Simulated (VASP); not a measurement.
Wanted: the native input for a VASP 6.6.1 run.

```yaml
Task: single point
Functional: PBE
Potentials_or_basis: VASP PAW PBE potentials, release 64 (Zr_sv, W_sv, S)
Cutoff: 520 eV
k_mesh: 6 × 6 × 2
Occupations: gaussian, width 0.1 eV
Spin: no spin polarisation
Dipole_correction: no
Further_INCAR_settings: ALGO = Normal; EDIFF = 1e-06; NBANDS = 30
```

The structure of ZrWS3 lies in POSCAR:

```
ZrWS3
1.0
    3.8445254596      0.0000000000      0.0000000000
   -1.9222627298      3.3294567135      0.0000000000
    0.0000000000      0.0000000000      7.9668096651
Zr W S
1 1 3
Direct
    0.3333333333      0.6666666667      0.5000000000
    0.0000000000      0.0000000000      0.0000000000
    0.0000000000      0.0000000000      0.3138904264
    0.0000000000      0.0000000000      0.6861095736
    0.3333333333      0.6666666667      0.0000000000
```

The input as run:

INCAR

```
SYSTEM = ZrWS3
ALGO = Normal ; EDIFF = 1E-6
ENCUT = 520 ; GGA = PE
ISIF = 2 ; ISMEAR = 0
LASPH = .True. ; LCHARG = .True.
LELF = .True. ; LREAL = .False.
LVHAR = .True. ; LWAVE = .False.
NBANDS = 30 ; NELM = 100
PREC = Accurate ; SIGMA = 0.1
```

KPOINTS

```
k-points
0
Gamma
  6 6 2
  0 0 0
```

Potentials or basis: VASP PAW PBE potentials, release 64 (Zr_sv, W_sv, S).

The run is started by

```sh
$ cat potpaw_PBE.64/Zr_sv/POTCAR potpaw_PBE.64/W_sv/POTCAR potpaw_PBE.64/S/POTCAR > POTCAR
$ mpirun -np 1 vasp_std > vasp.out
```

Results of the run:

The pressure is 0.0 GPa and the largest force is 0.020 eV/Å. The band gap on the k mesh is zero (band 22 reaches 7.28 eV, above the bottom of band 23 at 6.72 eV).

Caveat: the k points lie up to 0.39 Å⁻¹ apart; spin-orbit coupling is left out, which moves the levels of the heavy elements.

Run time: 30 s on 1 thread of AMD EPYC 9R45 96-Core Processor (Zen 5) (shared host), peak memory 0.21 GiB.
